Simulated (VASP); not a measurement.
# MoS2 (P6_3/mmc) in VASP: further runs, part 2 of 2

VASP 6.6.1. The steps go on from the part before.

### 3 Relaxation of the atoms, PBEsol (strain along c alone, the other axes held: +6.0 %)

Contents of INCAR:

```
SYSTEM = MoS2
PREC = Accurate ; ENCUT = 520
EDIFF = 1E-6 ; ISMEAR = 0
SIGMA = 0.02 ; LREAL = .False.
LASPH = .True. ; NELM = 60
ALGO = Normal ; ISIF = 2
LWAVE = .False. ; LCHARG = .False.
GGA = PS ; IBRION = 2
NSW = 60 ; EDIFFG = -0.008
KPAR = 4
```

Contents of KPOINTS:

```
regular mesh
0
Gamma
  12 12 2
  0 0 0
```

Contents of POSCAR:

```
MoS2
1.0
    3.1413882571      0.0000000000      0.0000000000
   -1.5706941286      2.7205220338      0.0000000000
    0.0000000000      0.0000000000     13.3401940004
Mo S
2 4
Direct
    0.6666666667      0.3333333333      0.2500000000
    0.3333333333      0.6666666667      0.7500000000
    0.6666666667      0.3333333333      0.6308380747
    0.3333333333      0.6666666667      0.3691619253
    0.6666666667      0.3333333333      0.8691619253
    0.3333333333      0.6666666667      0.1308380747
```

Potentials or basis: VASP PAW PBE potentials, release 64 (Mo_sv, S).

Run with:

```bash
$ cat potpaw_PBE.64/Mo_sv/POTCAR potpaw_PBE.64/S/POTCAR > POTCAR
$ mpirun -np 4 vasp_std > vasp.out
```

OUTCAR:

```text
SYSTEM = MoS2
   PREC = Accurate
   ENCUT = 520
   EDIFF = 1E-6
   ISMEAR = 0
   LREAL = .False.
   LASPH = .True.
   NELM = 60
   ISIF = 2
   GGA = PS
   IBRION = 2
   NSW = 60
   EDIFFG = -0.008

 ion  position               nearest neighbor table
   1  0.667  0.333  0.250-   4 2.41   6 2.41   4 2.41   6 2.41   4 2.41   6 2.41
   2  0.333  0.667  0.750-   3 2.41   5 2.41   3 2.41   5 2.41   3 2.41   5 2.41
   3  0.667  0.333  0.631-   2 2.41   2 2.41   2 2.41
   4  0.333  0.667  0.369-   1 2.41   1 2.41   1 2.41
   5  0.667  0.333  0.869-   2 2.41   2 2.41   2 2.41
   6  0.333  0.667  0.131-   1 2.41   1 2.41   1 2.41

  LATTYP: Found a hexagonal cell.
 ALAT       =     3.1413882571
 C/A-ratio  =     4.2465919233

  Lattice vectors:

 A1 = (   3.1413882571,   0.0000000000,   0.0000000000)
 A2 = (  -1.5706941286,   2.7205220338,   0.0000000000)
 A3 = (   0.0000000000,   0.0000000000,  13.3401940004)

Analysis of symmetry for initial positions (statically):
=====================================================================
 Subroutine PRICEL returns:
 Original cell was already a primitive cell.

 Routine SETGRP: Setting up the symmetry group for a
 hexagonal supercell.

 Subroutine GETGRP returns: Found 24 space group operations
 (whereof 12 operations were pure point group operations)
 out of a pool of 24 trial point group operations.

The static configuration has the point symmetry D_3d.
 The point group associated with its full space group is D_6h.

Analysis of symmetry for dynamics (positions and initial velocities):
=====================================================================
 Subroutine PRICEL returns:
 Original cell was already a primitive cell.

 Routine SETGRP: Setting up the symmetry group for a
 hexagonal supercell.

 Subroutine GETGRP returns: Found 24 space group operations
 (whereof 12 operations were pure point group operations)
 out of a pool of 24 trial point group operations.

The dynamic configuration has the point symmetry D_3d.
 The point group associated with its full space group is D_6h.

 Subroutine INISYM returns: Found 24 space group operations
 (whereof 12 operations are pure point group operations),
 and found     1 'primitive' translations

----------------------------------------------------------------------------------------

                                     Primitive cell

  volume of cell :     114.0082

  direct lattice vectors                    reciprocal lattice vectors
     3.141388257  0.000000000  0.000000000     0.318330597  0.183788256  0.000000000
    -1.570694129  2.720522034  0.000000000     0.000000000  0.367576512  0.000000000
     0.000000000  0.000000000 13.340194000     0.000000000  0.000000000  0.074961429

  length of vectors
     3.141388257  3.141388257 13.340194000     0.367576512  0.367576512  0.074961429

  position of ions in fractional coordinates (direct lattice)
     0.666666667  0.333333333  0.250000000
     0.333333333  0.666666667  0.750000000
     0.666666667  0.333333333  0.630838075
     0.333333333  0.666666667  0.369161925
     0.666666667  0.333333333  0.869161925
     0.333333333  0.666666667  0.130838075

  ion indices of the primitive-cell ions
   primitive index   ion index
[... 58 lines left out ...]
  0.333333  0.000000  0.500000      6.000000
 [... further k-points ...]
   k-points           NKPTS =     38   k-points in BZ     NKDIM =     38   number of bands    NBANDS=     31
   number of dos      NEDOS =    301   number of ions     NIONS =      6
   total plane-waves  NPLWV =  57600
   dimension x,y,z NGX =    24 NGY =   24 NGZ =  100
   dimension x,y,z NGXF=    48 NGYF=   48 NGZF=  200
   ions per type =               2   4
   NGX,Y,Z   is equivalent  to a cutoff of  12.70, 12.70, 12.46 a.u.
   NGXF,Y,Z  is equivalent  to a cutoff of  25.40, 25.40, 24.92 a.u.
 SYSTEM =  MoS2
   PREC   = accura    normal or accurate (medium, high low for compatibility)
   ISTART =      0    job   : 0-new  1-cont  2-samecut
   ICHARG =      2    charge: 1-file 2-atom 10-const
   ISPIN  =      1    spin polarized calculation?
   LNONCOLLINEAR =      F non collinear calculations
   LSORBIT =      F    spin-orbit coupling
   LASPH  =      T    aspherical Exc in radial PAW
   ENCUT  =  520.0 eV  38.22 Ry    6.18 a.u.   5.84  5.84 24.80*2*pi/ulx,y,z
   NELM   =     60;   NELMIN=  2; NELMDL= -5     # of ELM steps
   EDIFF  = 0.1E-05   stopping-criterion for ELM
   LREAL  =      F    real-space projection
   EDIFFG = -.8E-02   stopping-criterion for IOM
   NSW    =     60    number of steps for IOM
   IBRION =      2    ionic relax: 0-MD 1-quasi-New 2-CG
   NFREE  =      1    steps in history (QN), initial steepest desc. (CG)
   ISIF   =      2    stress and relaxation
   ISYM   =      2    0-nonsym 1-usesym 2-fastsym
   POTIM  = 0.5000    time-step for ionic-motion
   TEBEG  =    0.0;   TEEND  =   0.0 temperature during run
   PSTRESS=    0.0 pullay stress
   NELECT =      52.0000    total number of electrons
   NUPDOWN=      -1.0000    fix difference up-down
   EMIN   =  10.00;   EMAX   =-10.00  energy-range for DOS
   EFERMI =   0.00;   METHOD = LEGACY
   ISMEAR =     0;   SIGMA  =   0.02  broadening in eV -4-tet -1-fermi 0-gaus
   EFERMI_NEDOS =   21; number of points for ismear=-14 and -15
   IALGO  =     38    algorithm
   IMIX   =      4    mixing-type and parameters
     AMIX     =   0.40;   BMIX     =  1.00
     AMIX_MAG =   1.60;   BMIX_MAG =  1.00
  volume/ion in A,a.u.               =      19.00       128.23
  Fermi-wavevector in a.u.,A,eV,Ry     =   1.260174  2.381384 21.606585  1.588039
  Thomas-Fermi vector in A             =   2.393697
   LORBIT       =      0    0 simple, 1 ext, 2 COOP (PROOUT), +10 PAW based schemes
   GGA     = PS    functional components
   LHFCALC =     F    Hartree Fock is set to
   AEXX    =    0.0000 exact exchange contribution
   IVDW    =     0    specifies the selected vdW correction
   LEPSILON=     F    determine dielectric tensor
   LRPA    =     F    only Hartree local field effects (RPA)
 conjugate gradient relaxation of ions
 non-spin polarized calculation
 Gauss-broadening in eV      SIGMA  =   0.02
  energy-cutoff  :      520.00
  volume of cell :      114.01
 maximum number of plane-waves:      3094
 NGX is ok and might be reduce to    24
   NGX = 11   NGY = 11   NGZ = 49

--------------------------------------- Ionic step        1  -------------------------------------------

 number of electron      52.0000003 magnetization

 Free energy of the ion-electron system (eV)
  ---------------------------------------------------
  ext. energy  EPLUGINS =         0.00000000
  ---------------------------------------------------
  free energy    TOTEN  =       -46.85887177 eV

  energy without entropy =      -46.85887177  energy(sigma->0) =      -46.85887177

------------------------ aborting loop because EDIFF is reached ----------------------------------------

  FORCE on cell =-STRESS in cart. coord.  units (eV):
  Direction    XX          YY          ZZ          XY          YZ          ZX
  --------------------------------------------------------------------------------------
  -------------------------------------------------------------------------------------
  Total       -1.2825421     -1.2825421     -3.9218269      0.0000000      0.0000000     -0.0000000
  in kB      -18.0237929    -18.0237929    -55.1141347      0.0000000      0.0000000     -0.0000000
  external PRESSURE =     -30.3872401 kB  Pullay stress =       0.0000000 kB
[... 67 lines left out ...]
--------------------------------------- Ionic step        3  -------------------------------------------

 number of electron      52.0000005 magnetization

 Free energy of the ion-electron system (eV)
  ---------------------------------------------------
  ext. energy  EPLUGINS =         0.00000000
  ---------------------------------------------------
  free energy    TOTEN  =       -46.89247611 eV

  energy without entropy =      -46.89247611  energy(sigma->0) =      -46.89247611

 E-fermi :   6.5373     XC(G=0): -10.4890

 val. band max:        6.3317503030   @ k =   0.0000   0.0000   0.0000
 cond. band min:       7.6223373700   @ k =   0.1667   0.1667   0.0000
 fundamental gap:      1.2905870670
 Fermi energy:         6.5372938156

 k-point     1 :       0.0000    0.0000    0.0000
  band No.  band energies     occupation
      1     -54.7455      2.00000
      2     -54.7455      2.00000
      3     -28.9567      2.00000
      4     -28.9566      2.00000
      5     -28.6933      2.00000
      6     -28.6933      2.00000
[... 805 lines left out ...]
     30       8.3328      0.00000
     31       9.5326      0.00000

 [... further k-points ...]

------------------------ aborting loop because EDIFF is reached ----------------------------------------

  FORCE on cell =-STRESS in cart. coord.  units (eV):
  Direction    XX          YY          ZZ          XY          YZ          ZX
  --------------------------------------------------------------------------------------
  -------------------------------------------------------------------------------------
  Total       -0.0914476     -0.0914476     -0.3941529      0.0000000     -0.0000000     -0.0000000
  in kB       -1.2851297     -1.2851297     -5.5391019      0.0000000     -0.0000000     -0.0000000
  external PRESSURE =      -2.7031205 kB  Pullay stress =       0.0000000 kB
[... 21 lines left out ...]
  FREE ENERGIE OF THE ION-ELECTRON SYSTEM (eV)
  ---------------------------------------------------
  free  energy   TOTEN  =       -46.8924761087 eV

  energy  without entropy=      -46.8924761087  energy(sigma->0) =      -46.89247611

 reached required accuracy - stopping structural energy minimisation
```

Run time: 2.4 min. Hardware: 4 MPI ranks of Oxide Virtual Turin-like, shared host; peak memory 0.27 GiB.

Results:

```
Free energy               : -46.8925 eV
Energy gained by relaxing : 5.6 meV/atom
Ionic steps               : 3
Pressure after relaxing   : -0.3 GPa
Band gap on the k mesh    : 1.29 eV (least direct gap 1.77 eV)
```

Stress tensor (GPa, compression positive):
```
-0.13  0.00  0.00
 0.00 -0.13  0.00
 0.00  0.00 -0.55
```

Step by step:
```
step  energy change (eV)  largest force (eV/Å)  pressure (GPa)
   1              0.0000                0.5536           -3.04
   2             -0.0332                0.0614           -0.58
   3             -0.0336                0.0002           -0.27
```

Final structure:
```
Mo S
1.0
     3.14139    0.00000    0.00000
    -1.57069    2.72052    0.00000
     0.00000    0.00000   13.34019
Mo S
2 4
Direct
  0.66667 0.33333 0.25000
  0.33333 0.66667 0.75000
  0.66667 0.33333 0.63308
  0.33333 0.66667 0.36692
  0.66667 0.33333 0.86692
  0.33333 0.66667 0.13308
```

Levels at points of the mesh, in eV from the valence-band top:
| k point | band 23 | band 24 | band 25 | band 26 | band 27 | band 28 | band 29 | band 30 |
| --- | --- | --- | --- | --- | --- | --- | --- | --- |
| (0.00, 0.00, 0.00) | -1.83 | -1.51 | -0.83 | 0.00 | 2.51 | 2.51 | 2.52 | 2.52 |
| (0.50, 0.00, 0.00) | -1.29 | -1.23 | -1.06 | -1.03 | 2.02 | 2.04 | 2.45 | 2.62 |
| (0.00, 0.00, 0.50) | -1.83 | -1.83 | -0.27 | -0.27 | 2.52 | 2.52 | 2.52 | 2.52 |
| (0.50, 0.00, 0.50) | -1.26 | -1.26 | -1.05 | -1.05 | 2.03 | 2.03 | 2.53 | 2.53 |

Caveat: the cell differs from its parent crystal (strain along c alone, the other axes held: +6.0 %); the PAW data sets were made with another functional, which shifts forces and pressure a little; this functional lacks dispersion, which binds layers or chains, so the pressure and a relaxed spacing across them are unreliable. A k mesh can miss the band edges.

### 4 Relaxation of the atoms, PBEsol (strain along c alone, the other axes held: +2.0 %)

Contents of INCAR:

```
ALGO = Normal
EDIFF = 1E-7
EDIFFG = -0.008
ENCUT = 520
GGA = PS
IBRION = 2
ISIF = 2
ISMEAR = 0
LASPH = True
LCHARG = False
LREAL = False
LWAVE = False
NELM = 80
NSW = 60
PREC = Accurate
SIGMA = 0.02
```

Contents of KPOINTS:

```
k-points
0
Gamma
  12 12 2
```

Contents of POSCAR:

```
MoS2
1.0
    3.1413882571      0.0000000000      0.0000000000
   -1.5706941286      2.7205220338      0.0000000000
    0.0000000000      0.0000000000     12.8367904532
Mo S
2 4
Direct
    0.6666666667      0.3333333333      0.2500000000
    0.3333333333      0.6666666667      0.7500000000
    0.6666666667      0.3333333333      0.6261196804
    0.3333333333      0.6666666667      0.3738803196
    0.6666666667      0.3333333333      0.8738803196
    0.3333333333      0.6666666667      0.1261196804
```

Run with:

```bash
$ cat potpaw_PBE.64/Mo_sv/POTCAR potpaw_PBE.64/S/POTCAR > POTCAR
$ mpirun -np 1 vasp_std > vasp.out
```

It took 5.2 min on 1 thread of Oxide Virtual Turin-like, shared host; peak memory 0.25 GiB.

Results (log left out):

```
Free energy               : -46.9037 eV
Energy gained by relaxing : 5.9 meV/atom
Ionic steps               : 3
Pressure after relaxing   : -0.2 GPa
Band gap on the k mesh    : 1.10 eV (least direct gap 1.76 eV)
```

Stress tensor (GPa, compression positive):
```
-0.08  0.00  0.00
 0.00 -0.08  0.00
 0.00  0.00 -0.36
```

The path:
```tsv
step	energy change (eV)	largest force (eV/Å)	pressure (GPa)
1	0.0000	0.5684	-3.09
2	-0.0349	0.0613	-0.48
3	-0.0353	0.0003	-0.17
```

Final structure:
```cif
data_structure
_symmetry_space_group_name_H-M 'P 1'
_symmetry_Int_Tables_number 1
_cell_length_a 3.1414
_cell_length_b 3.1414
_cell_length_c 12.8368
_cell_angle_alpha 90.000
_cell_angle_beta 90.000
_cell_angle_gamma 120.000
_cell_volume 109.71
loop_
_atom_site_label
_atom_site_type_symbol
_atom_site_fract_x
_atom_site_fract_y
_atom_site_fract_z
_atom_site_occupancy
Mo1 Mo 0.66667 0.33333 0.25000 1
Mo2 Mo 0.33333 0.66667 0.75000 1
S1 S 0.66667 0.33333 0.62850 1
S2 S 0.33333 0.66667 0.37150 1
S3 S 0.66667 0.33333 0.87150 1
S4 S 0.33333 0.66667 0.12850 1
```

Levels at points of the mesh, in eV from the valence-band top:
| k point | band 24 | band 25 | band 26 | band 27 | band 28 | band 29 |
| --- | --- | --- | --- | --- | --- | --- |
| (0.00, 0.00, 0.00) | -1.39 | -1.02 | 0.00 | 2.38 | 2.38 | 2.39 |
| (0.50, 0.00, 0.00) | -1.34 | -1.22 | -1.16 | 1.89 | 1.92 | 2.29 |
| (0.00, 0.00, 0.50) | -1.96 | -0.29 | -0.29 | 2.38 | 2.38 | 2.38 |
| (0.50, 0.00, 0.50) | -1.39 | -1.18 | -1.18 | 1.90 | 1.90 | 2.41 |

Caveat: the cell differs from its parent crystal (strain along c alone, the other axes held: +2.0 %); the PAW data sets were made with another functional, which shifts forces and pressure a little; this functional lacks dispersion, which binds layers or chains, so the pressure and a relaxed spacing across them are unreliable.

### 5 Summary

```csv
task,cell,cutoff (eV),gap on the mesh (eV),pressure (GPa)
relaxation of cell and atoms,"relaxed from a = 3.141, b = 3.141, c = 12.585 Å, angles 90.0, 90.0, 120.0°, 6 atoms, atomic positions A",600,1.00,0.0
relaxation of the atoms,"atoms relaxed from a = 3.141, b = 3.141, c = 13.340 Å, angles 90.0, 90.0, 120.0°, 6 atoms, atomic positions B",520,1.29,-0.3
relaxation of the atoms,"atoms relaxed from a = 3.141, b = 3.141, c = 12.837 Å, angles 90.0, 90.0, 120.0°, 6 atoms, atomic positions A",520,1.10,-0.2
```

Alike in all rows: level PBEsol; potentials or basis VASP PAW PBE potentials, release 64 (Mo_sv, S); no spin polarisation; k mesh 12 × 12 × 2; smearing gaussian 0.02 eV.

Caveats: the PAW data sets were made with another functional, which shifts forces and pressure a little; this functional lacks dispersion, which binds layers or chains, so the pressure and a relaxed spacing across them are unreliable.

Total energies depend on the potentials used, so only differences within one code and one set of settings carry meaning.
